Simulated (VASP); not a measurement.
A run of VASP 6.6.1 is set up as follows.

Contents of POSCAR:

```
TiAl
1.0
    3.1554567597      0.0000000000      0.0000000000
   -1.5777283798      2.7327057145      0.0000000000
    0.0000000000      0.0000000000      4.6338675649
Ti Al
1 1
Direct
    0.0000000000      0.0000000000      0.0000000000
    0.3333333333      0.6666666667      0.5000000000
```

The input INCAR.step1:

```
SYSTEM = TiAl
  PREC = Accurate
  ENCUT = 520
  ISMEAR = 0
  SIGMA = 0.15
  LREAL = .FALSE.
  LASPH = .TRUE.
  NELM = 80
  NBANDS = 14
  GGA = PE
  ALGO = Normal
  EDIFF = 1E-4
  LWAVE = .TRUE.
  LCHARG = .FALSE.
```

Contents of INCAR.step2:

```
SYSTEM = TiAl
  PREC = Accurate
  ENCUT = 520
  EDIFF = 1E-7
  ISMEAR = 0
  SIGMA = 0.15
  LREAL = .FALSE.
  LASPH = .TRUE.
  NELM = 80
  ALGO = Normal
  ISIF = 2
  LWAVE = .FALSE.
  LCHARG = .FALSE.
  METAGGA = R2SCAN
  LMIXTAU = .TRUE.
  NBANDS = 14
  ISTART = 1
```

File KPOINTS:

```
Automatic mesh
0
G
  24 24 14
  0 0 0
```

Potentials or basis: VASP PAW PBE potentials, release 64 (Ti_sv, Al).

Command:

```sh
$ cat potpaw_PBE.64/Ti_sv/POTCAR potpaw_PBE.64/Al/POTCAR > POTCAR
$ cp INCAR.step1 INCAR
$ mpirun -np 1 vasp_std > vasp.out
$ cp INCAR.step2 INCAR
$ mpirun -np 1 vasp_std > vasp.out
```

(1) Estimate the pressure.

Results:

(1) -14.0 GPa.

Caveat: the cell differs from its parent crystal (strain +0.1000 x Voigt [1, 1, 0, 0, 0, 0]); the PAW data sets were made with another functional, which shifts forces and pressure a little.
